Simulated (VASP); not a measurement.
# LiH (I4/mmm) in VASP: further runs

Runs on LiH. Level: LDA. Tasks: single point.

All numbers are computed with VASP 6.6.1; they aren't measurements. Logs are shortened: lines on timing, memory, paths and dates and some standing lists are left out, and cuts for length are marked.

## (1) The cell of the first run

It takes space group I4/mmm (No. 139, tetragonal). Conventional cell: a = 2.644 Å, b = 2.644 Å, c = 4.228 Å, α = 90.00°, β = 90.00°, γ = 90.00°. Within 2.5 Å of Li (site symmetry 4/mmm) lie 6 H at 1.87 to 2.11 Å. H (site symmetry 4/mmm) has 6 Li at 1.87 to 2.11 Å within 2.5 Å.

## (2) Single point, LDA (strain -0.080 along x and y, +0.040 along z)

Input file INCAR:

```
SYSTEM = LiH
  PREC = Accurate
  ENCUT = 520
  EDIFF = 1E-7
  ISMEAR = 0
  SIGMA = 0.05
  LREAL = .False.
  LASPH = .True.
  NELM = 60
  ALGO = Normal
  ISIF = 2
  LWAVE = .False.
  LCHARG = .False.
  GGA = CA
  NBANDS = 9
```

Input file KPOINTS:

```
regular mesh
0
Gamma
  10 10 10
  0 0 0
```

Input file POSCAR:

```
LiH
1.0
    0.0000000000      1.8699000000      2.1138000000
    1.8699000000      0.0000000000      2.1138000000
    1.8699000000      1.8699000000      0.0000000000
Li H
1 1
Direct
    0.0000000000      0.0000000000      0.0000000000
    0.5000000000      0.5000000000      0.5000000000
```

Potentials or basis: VASP PAW LDA potentials, release 64 (Li_sv, H).

Command:

```bash
$ cat potpaw_LDA.64/Li_sv/POTCAR potpaw_LDA.64/H/POTCAR > POTCAR
$ mpirun -np 1 vasp_std > vasp.out
```

OUTCAR:

```text
SYSTEM = LiH
   PREC = Accurate
   ENCUT = 520
   EDIFF = 1E-7
   ISMEAR = 0
   LREAL = .False.
   LASPH = .True.
   NELM = 60
   ISIF = 2
   GGA = CA

 ion  position               nearest neighbor table
   1  0.000  0.000  0.000-
   2  0.500  0.500  0.500-

  LATTYP: Found a body centered tetragonal cell.
 ALAT       =     2.6444379403
 C/A-ratio  =     1.5986762009

  Lattice vectors:

 A1 = (  -1.8699000000,   0.0000000000,   2.1138000000)
 A2 = (   1.8699000000,   0.0000000000,   2.1138000000)
 A3 = (   0.0000000000,   1.8699000000,  -2.1138000000)

Analysis of symmetry for initial positions (statically):
=====================================================================
 Subroutine PRICEL returns:
 Original cell was already a primitive cell.

 Routine SETGRP: Setting up the symmetry group for a
 body centered tetragonal supercell.

 Subroutine GETGRP returns: Found 16 space group operations
 (whereof 16 operations were pure point group operations)
 out of a pool of 16 trial point group operations.

The static configuration has the point symmetry D_4h.

Analysis of symmetry for dynamics (positions and initial velocities):
=====================================================================
 Subroutine PRICEL returns:
 Original cell was already a primitive cell.

 Routine SETGRP: Setting up the symmetry group for a
 body centered tetragonal supercell.

 Subroutine GETGRP returns: Found 16 space group operations
 (whereof 16 operations were pure point group operations)
 out of a pool of 16 trial point group operations.

The dynamic configuration has the point symmetry D_4h.

 Subroutine INISYM returns: Found 16 space group operations
 (whereof 16 operations are pure point group operations),
 and found     1 'primitive' translations

----------------------------------------------------------------------------------------

                                     Primitive cell

  volume of cell :      14.7819

  direct lattice vectors                    reciprocal lattice vectors
     0.000000000  1.869900000  2.113800000    -0.267393978  0.267393978  0.236540827
     1.869900000  0.000000000  2.113800000     0.267393978 -0.267393978  0.236540827
     1.869900000  1.869900000  0.000000000     0.267393978  0.267393978 -0.236540827

  length of vectors
     2.822175836  2.822175836  2.644437940     0.446038835  0.446038835  0.446038835

  position of ions in fractional coordinates (direct lattice)
     0.000000000  0.000000000  0.000000000
     0.500000000  0.500000000  0.500000000

  ion indices of the primitive-cell ions
   primitive index   ion index
                 1           1
                 2           2

----------------------------------------------------------------------------------------

 KPOINTS: regular mesh

Automatic generation of k-mesh.
 Grid dimensions read from file:
 generate k-points for:   10   10   10

 Generating k-lattice:

  Cartesian coordinates                     Fractional coordinates (reciprocal lattice)
    -0.026739398  0.026739398  0.023654083     0.100000000 -0.000000000  0.000000000
     0.026739398 -0.026739398  0.023654083    -0.000000000  0.100000000  0.000000000
     0.026739398  0.026739398 -0.023654083     0.000000000  0.000000000  0.100000000

  Length of vectors
     0.044603883  0.044603883  0.044603883

  Shift w.r.t. Gamma in fractional coordinates (k-lattice)
     0.000000000  0.000000000  0.000000000

 Subroutine IBZKPT returns following result:
 ===========================================

 Found    102 irreducible k-points:

 Following reciprocal coordinates:
            Coordinates               Weight
  0.000000  0.000000  0.000000      1.000000
  0.100000 -0.000000  0.000000      8.000000
  0.200000 -0.000000  0.000000      8.000000
  0.300000 -0.000000  0.000000      8.000000
  0.400000 -0.000000  0.000000      8.000000
  0.500000  0.000000  0.000000      4.000000
[... 16 lines left out ...]
  0.300000  0.300000  0.000000      2.000000
  0.400000  0.300000  0.000000      8.000000
 [... further k-points ...]
   k-points           NKPTS =    102   k-points in BZ     NKDIM =    102   number of bands    NBANDS=      9
   number of dos      NEDOS =    301   number of ions     NIONS =      2
   total plane-waves  NPLWV =  11520
   dimension x,y,z NGX =    24 NGY =   24 NGZ =   20
   dimension x,y,z NGXF=    48 NGYF=   48 NGZF=   40
   ions per type =               1   1
   NGX,Y,Z   is equivalent  to a cutoff of  14.14, 14.14, 12.57 a.u.
   NGXF,Y,Z  is equivalent  to a cutoff of  28.28, 28.28, 25.15 a.u.
 SYSTEM =  LiH
   PREC   = accura    normal or accurate (medium, high low for compatibility)
   ISTART =      0    job   : 0-new  1-cont  2-samecut
   ICHARG =      2    charge: 1-file 2-atom 10-const
   ISPIN  =      1    spin polarized calculation?
   LNONCOLLINEAR =      F non collinear calculations
   LSORBIT =      F    spin-orbit coupling
   LASPH  =      T    aspherical Exc in radial PAW
   ENCUT  =  520.0 eV  38.22 Ry    6.18 a.u.   5.25  5.25  4.92*2*pi/ulx,y,z
   NELM   =     60;   NELMIN=  2; NELMDL= -5     # of ELM steps
   EDIFF  = 0.1E-06   stopping-criterion for ELM
   LREAL  =      F    real-space projection
   EDIFFG = 0.1E-05   stopping-criterion for IOM
   NSW    =      0    number of steps for IOM
   IBRION =     -1    ionic relax: 0-MD 1-quasi-New 2-CG
   NFREE  =      0    steps in history (QN), initial steepest desc. (CG)
   ISIF   =      2    stress and relaxation
   ISYM   =      2    0-nonsym 1-usesym 2-fastsym
   POTIM  = 0.5000    time-step for ionic-motion
   TEBEG  =    0.0;   TEEND  =   0.0 temperature during run
   PSTRESS=    0.0 pullay stress
   NELECT =       4.0000    total number of electrons
   NUPDOWN=      -1.0000    fix difference up-down
   EMIN   =  10.00;   EMAX   =-10.00  energy-range for DOS
   EFERMI =   0.00;   METHOD = LEGACY
   ISMEAR =     0;   SIGMA  =   0.05  broadening in eV -4-tet -1-fermi 0-gaus
   EFERMI_NEDOS =   21; number of points for ismear=-14 and -15
   IALGO  =     38    algorithm
   IMIX   =      4    mixing-type and parameters
     AMIX     =   0.40;   BMIX     =  1.00
     AMIX_MAG =   1.60;   BMIX_MAG =  1.00
  volume/ion in A,a.u.               =       7.39        49.88
  Fermi-wavevector in a.u.,A,eV,Ry     =   1.058891  2.001014 15.255536  1.121250
  Thomas-Fermi vector in A             =   2.194217
   LORBIT       =      0    0 simple, 1 ext, 2 COOP (PROOUT), +10 PAW based schemes
   GGA     = CA    functional components
   LHFCALC =     F    Hartree Fock is set to
   AEXX    =    0.0000 exact exchange contribution
   IVDW    =     0    specifies the selected vdW correction
   LEPSILON=     F    determine dielectric tensor
   LRPA    =     F    only Hartree local field effects (RPA)
 non-spin polarized calculation
 Gauss-broadening in eV      SIGMA  =   0.05
  energy-cutoff  :      520.00
  volume of cell :       14.78
 maximum number of plane-waves:       406
 NGX is ok and might be reduce to    24
   NGX = 11   NGY = 11   NGZ =  9

 number of electron       4.0000001 magnetization

 Free energy of the ion-electron system (eV)
  ---------------------------------------------------
  ext. energy  EPLUGINS =         0.00000000
  ---------------------------------------------------
  free energy    TOTEN  =        -6.45488007 eV

  energy without entropy =       -6.45488007  energy(sigma->0) =       -6.45488007

 E-fermi :   1.3550     XC(G=0):  -9.0774

 val. band max:        0.9802417844   @ k =   0.5000   0.0000   0.5000
 cond. band min:       2.1217744201   @ k =   0.5000   0.5000   0.0000
 fundamental gap:      1.1415326357
 Fermi energy:         1.3549956750

 k-point     1 :       0.0000    0.0000    0.0000
  band No.  band energies     occupation
      1     -42.7725      2.00000
      2      -5.2246      2.00000
      3      17.4046      0.00000
      4      18.7046      0.00000
      5      18.7046      0.00000
      6      19.5336      0.00000
      7      23.6054      0.00000
      8      24.3797      0.00000
      9      24.3797      0.00000

 k-point     2 :       0.1000   -0.0000    0.0000
  band No.  band energies     occupation
      1     -42.7652      2.00000
      2      -5.0470      2.00000
      3      15.6720      0.00000
      4      17.8825      0.00000
      5      18.5197      0.00000
      6      18.8112      0.00000
      7      23.1849      0.00000
      8      24.6212      0.00000
      9      25.1078      0.00000

 k-point     3 :       0.2000   -0.0000    0.0000
  band No.  band energies     occupation
      1     -42.7467      2.00000
      2      -4.5276      2.00000
      3      12.2627      0.00000
      4      16.1896      0.00000
      5      18.0580      0.00000
      6      18.2465      0.00000
      7      22.4122      0.00000
      8      25.0705      0.00000
      9      26.4616      0.00000

 k-point     4 :       0.3000   -0.0000    0.0000
  band No.  band energies     occupation
      1     -42.7237      2.00000
      2      -3.7249      2.00000
      3       8.9785      0.00000
      4      14.8741      0.00000
      5      17.5561      0.00000
      6      18.2170      0.00000
      7      20.8331      0.00000
      8      24.5272      0.00000
      9      26.4087      0.00000

 k-point     5 :       0.4000   -0.0000    0.0000
  band No.  band energies     occupation
      1     -42.7051      2.00000
      2      -2.8411      2.00000
      3       6.5227      0.00000
      4      14.0614      0.00000
      5      17.4661      0.00000
      6      18.4859      0.00000
      7      19.4211      0.00000
      8      22.6536      0.00000
      9      28.3214      0.00000

 k-point     6 :       0.5000    0.0000    0.0000
  band No.  band energies     occupation
      1     -42.6980      2.00000
      2      -2.3984      2.00000
      3       5.5460      0.00000
      4      13.7872      0.00000
      5      17.6017      0.00000
      6      18.7237      0.00000
      7      18.7597      0.00000
      8      21.8677      0.00000
      9      29.5211      0.00000
[... 169 lines left out ...]
 k-point    21 :      -0.3000    0.2000    0.0000
  band No.  band energies     occupation
      1     -42.6981      2.00000
      2      -2.3904      2.00000
      3       6.9966      0.00000
      4       9.4779      0.00000
      5      17.8469      0.00000
      6      17.9280      0.00000
      7      24.4875      0.00000
      8      25.8913      0.00000
      9      27.8656      0.00000

 k-point    22 :      -0.2000    0.2000    0.0000
  band No.  band energies     occupation
      1     -42.7131      2.00000
      2      -3.3335      2.00000
      3       9.7045      0.00000
      4      10.1820      0.00000
      5      18.0558      0.00000
      6      19.5487      0.00000
      7      23.6503      0.00000
      8      25.4905      0.00000
      9      26.7771      0.00000

 k-point    23 :       0.3000    0.3000    0.0000
  band No.  band energies     occupation
      1     -42.7241      2.00000
      2      -3.1739      2.00000
      3       7.6613      0.00000
      4      14.1252      0.00000
      5      14.1252      0.00000
      6      17.5775      0.00000
      7      19.4976      0.00000
      8      30.2486      0.00000
      9      33.9873      0.00000

 k-point    24 :       0.4000    0.3000    0.0000
  band No.  band energies     occupation
      1     -42.7114      2.00000
      2      -2.3240      2.00000
      3       5.9110      0.00000
      4      12.0461      0.00000
      5      13.7901      0.00000
      6      18.5143      0.00000
      7      20.0357      0.00000
      8      30.9213      0.00000
      9      33.6592      0.00000

 [... further k-points ...]
[... 5 lines left out ...]
  --------------------------------------------------------------------------------------
  -------------------------------------------------------------------------------------
  Total        0.4428194      0.4428194     -0.5362576      0.0000000      0.0000000      0.0000000
  in kB       47.9961699     47.9961699    -58.1237181      0.0000000      0.0000000      0.0000000
  external PRESSURE =      12.6228739 kB  Pullay stress =       0.0000000 kB

 VOLUME and BASIS-vectors are now :
 -----------------------------------------------------------------------------
  energy-cutoff  :      520.00
  volume of cell :       14.78
      direct lattice vectors                 reciprocal lattice vectors
     0.000000000  1.869900000  2.113800000    -0.267393978  0.267393978  0.236540827
     1.869900000  0.000000000  2.113800000     0.267393978 -0.267393978  0.236540827
     1.869900000  1.869900000  0.000000000     0.267393978  0.267393978 -0.236540827

 POSITION                                       TOTAL-FORCE (eV/Angst)
 -----------------------------------------------------------------------------------
      0.00000      0.00000      0.00000        -0.000000      0.000000      0.000000
      1.86990      1.86990      2.11380         0.000000     -0.000000     -0.000000
 -----------------------------------------------------------------------------------
    total drift:                                0.000000     -0.000000     -0.000000

  FREE ENERGIE OF THE ION-ELECTRON SYSTEM (eV)
  ---------------------------------------------------
  free  energy   TOTEN  =        -6.4548800670 eV

  energy  without entropy=       -6.4548800670  energy(sigma->0) =       -6.45488007
```

Wall time 7.2 s (1 thread of Intel Xeon 6975P-C, shared host); peak memory 0.12 GiB.

What came out:

| Quantity | Value |
| --- | --- |
| Free energy | -6.4549 eV |
| Band gap on the k mesh | 1.14 eV, indirect (least direct gap 2.17 eV) |

Caveat: the cell differs from its parent crystal (strain -0.080 along x and y, +0.040 along z); the cutoff is under 1.25 times the usual one of these potentials, so pressure, stress and relaxed cells hold a basis-set (Pulay) error.

## (3) Single point, LDA (strain -0.080 along x and y, +0.080 along z)

Input file INCAR:

```
SYSTEM = LiH
PREC = Accurate
ENCUT = 520
EDIFF = 1E-7
ISMEAR = 0
SIGMA = 0.05
LREAL = .FALSE.
LASPH = .TRUE.
NELM = 100
ALGO = Normal
ISIF = 2
LWAVE = .FALSE.
LCHARG = .TRUE.
GGA = CA
LELF = .TRUE.
LVHAR = .TRUE.
NBANDS = 9
```

Input file KPOINTS:

```
regular mesh
0
G
  10 10 10
  0 0 0
```

Input file POSCAR:

```
LiH
1.0
    0.0000000000      1.8699000000      2.1951000000
    1.8699000000      0.0000000000      2.1951000000
    1.8699000000      1.8699000000      0.0000000000
Li H
1 1
Direct
    0.0000000000      0.0000000000      0.0000000000
    0.5000000000      0.5000000000      0.5000000000
```

Potentials or basis: VASP PAW LDA potentials, release 64 (Li_sv, H).

Command:

```bash
$ cat potpaw_LDA.64/Li_sv/POTCAR potpaw_LDA.64/H/POTCAR > POTCAR
$ mpirun -np 1 vasp_std > vasp.out
```

OUTCAR:

```text
SYSTEM = LiH
   PREC = Accurate
   ENCUT = 520
   EDIFF = 1E-7
   ISMEAR = 0
   LREAL = .FALSE.
   LASPH = .TRUE.
   NELM = 100
   ISIF = 2
   GGA = CA

 ion  position               nearest neighbor table
   1  0.000  0.000  0.000-
   2  0.500  0.500  0.500-

  LATTYP: Found a body centered tetragonal cell.
 ALAT       =     2.6444379403
 C/A-ratio  =     1.6601637471

  Lattice vectors:

 A1 = (  -1.8699000000,   0.0000000000,   2.1951000000)
 A2 = (   1.8699000000,   0.0000000000,   2.1951000000)
 A3 = (   0.0000000000,   1.8699000000,  -2.1951000000)

Analysis of symmetry for initial positions (statically):
=====================================================================
 Subroutine PRICEL returns:
 Original cell was already a primitive cell.

 Routine SETGRP: Setting up the symmetry group for a
 body centered tetragonal supercell.

 Subroutine GETGRP returns: Found 16 space group operations
 (whereof 16 operations were pure point group operations)
 out of a pool of 16 trial point group operations.

The static configuration has the point symmetry D_4h.

Analysis of symmetry for dynamics (positions and initial velocities):
[... 163 lines left out ...]
 cond. band min:       1.7307452937   @ k =   0.5000   0.5000   0.0000
 fundamental gap:      0.8479991556
 Fermi energy:         1.1430578390

 k-point     1 :       0.0000    0.0000    0.0000
  band No.  band energies     occupation
      1     -42.9793      2.00000
      2      -5.2662      2.00000
      3      16.3846      0.00000
      4      18.1222      0.00000
      5      18.1222      0.00000
      6      18.9361      0.00000
      7      22.9230      0.00000
      8      23.6760      0.00000
      9      23.9306      0.00000
[... 265 lines left out ...]
 k-point    24 :       0.4000    0.3000    0.0000
  band No.  band energies     occupation
      1     -42.9304      2.00000
      2      -2.5215      2.00000
      3       5.2318      0.00000
      4      11.9595      0.00000
      5      13.7667      0.00000
      6      18.3061      0.00000
      7      19.7891      0.00000
      8      29.7895      0.00000
      9      33.2357      0.00000

 [... further k-points ...]
[... 5 lines left out ...]
  --------------------------------------------------------------------------------------
  -------------------------------------------------------------------------------------
  Total        0.4158943      0.4158943     -0.7200427      0.0000000      0.0000000      0.0000000
  in kB       43.4082749     43.4082749    -75.1532476      0.0000000      0.0000000      0.0000000
  external PRESSURE =       3.8877674 kB  Pullay stress =       0.0000000 kB

 VOLUME and BASIS-vectors are now :
 -----------------------------------------------------------------------------
  energy-cutoff  :      520.00
  volume of cell :       15.35
      direct lattice vectors                 reciprocal lattice vectors
     0.000000000  1.869900000  2.195100000    -0.267393978  0.267393978  0.227780056
     1.869900000  0.000000000  2.195100000     0.267393978 -0.267393978  0.227780056
     1.869900000  1.869900000  0.000000000     0.267393978  0.267393978 -0.227780056

 POSITION                                       TOTAL-FORCE (eV/Angst)
 -----------------------------------------------------------------------------------
      0.00000      0.00000      0.00000         0.000000     -0.000000      0.000000
      1.86990      1.86990      2.19510        -0.000000      0.000000     -0.000000
 -----------------------------------------------------------------------------------
    total drift:                                0.000000     -0.000000     -0.000000

  FREE ENERGIE OF THE ION-ELECTRON SYSTEM (eV)
  ---------------------------------------------------
  free  energy   TOTEN  =        -6.4318175735 eV

  energy  without entropy=       -6.4318175735  energy(sigma->0) =       -6.43181757
```

OSZICAR:

```text
N       E                     dE             d eps       ncg     rms          rms(c)
DAV:   1    -0.185666239090E+01   -0.18567E+01   -0.14711E+03  1868   0.413E+02
DAV:   2    -0.666399929505E+01   -0.48073E+01   -0.47283E+01  2726   0.557E+01
DAV:   3    -0.671308396815E+01   -0.49085E-01   -0.49069E-01  2240   0.484E+00
DAV:   4    -0.671338864186E+01   -0.30467E-03   -0.30460E-03  2523   0.297E-01
DAV:   5    -0.671339043811E+01   -0.17962E-05   -0.17962E-05  2251   0.151E-02    0.295E+00
DAV:   6    -0.650183160098E+01    0.21156E+00   -0.18453E-01  2067   0.125E+00    0.145E+00
DAV:   7    -0.643100019617E+01    0.70831E-01   -0.22126E-01  2316   0.149E+00    0.223E-01
DAV:   8    -0.643188488681E+01   -0.88469E-03   -0.37275E-03  2081   0.419E-01    0.507E-02
DAV:   9    -0.643181586377E+01    0.69023E-04   -0.25616E-04  2401   0.632E-02    0.502E-03
DAV:  10    -0.643181747949E+01   -0.16157E-05   -0.54181E-06  2176   0.173E-02    0.308E-03
DAV:  11    -0.643181757349E+01   -0.93997E-07   -0.13921E-07  2390   0.157E-03
   1 F= -.64318176E+01 E0= -.64318176E+01  d E =-.954838E-16
```

stdout:

```text
POSCAR found type information on POSCAR LiH
 POSCAR found :  2 types and       2 ions
 scaLAPACK will be used
 LDA part: xc-table for (Slater(with rela. corr.)+CA(PZ))
 , standard interpolation
 POSCAR, INCAR and KPOINTS ok, starting setup
 FFT: planning ... GRIDC
 FFT: planning ... GRID_SOFT
 FFT: planning ... GRID
 WAVECAR not read
 entering main loop
```

Wall time 12 s (1 thread of Intel Xeon 6975P-C, shared host); peak memory 0.12 GiB.

What came out:

```yaml
Free_energy: -6.4318 eV
Band_gap_on_the_k_mesh: 0.85 eV, indirect (least direct gap 2.19 eV)
```

Caveat: the cell differs from its parent crystal (strain -0.080 along x and y, +0.080 along z); the cutoff is under 1.25 times the usual one of these potentials, so pressure, stress and relaxed cells hold a basis-set (Pulay) error.
